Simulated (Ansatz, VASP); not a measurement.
**One calculation of In, two programs**

```xyz
4
Lattice="2.5437 -2.2431 -0.3350 2.5437 2.2431 -0.3350 -2.2880 0.0000 9.8964" Properties=species:S:1:pos:R:3 pbc="T T T"
In   -0.9212    0.0000    1.3210
In    3.7206    0.0000    7.9055
In    0.4789    0.0000    5.9344
In    2.3206    0.0000    3.2921
```

Alike in both runs: functional PBE; k mesh 6 × 6 × 2; occupations gaussian, width 0.1 eV; no spin polarisation.

Ansatz relaxed the structure, and its values are those at the end. VASP's run is a single point on that final structure, the one shown.

```csv
,VASP,Ansatz
version,VASP 6.6.1,Ansatz 0.2.0
potentials or method,"VASP PAW PBE potentials, release 64 (In_d), cutoff 520 eV","scalar-relativistic, plane waves, PAW"
valence electrons in the cell,52,52
```

```tsv
	VASP	Ansatz	Ansatz less VASP
gap on the k mesh at the Fermi level (eV)	none	none	-
pressure (GPa)	-0.1	0.0	+0.04
```

A gap of «none» marks a metal or a gap that the smearing closes. With one functional, cell and mesh, what is left measures potentials, basis and numerics.
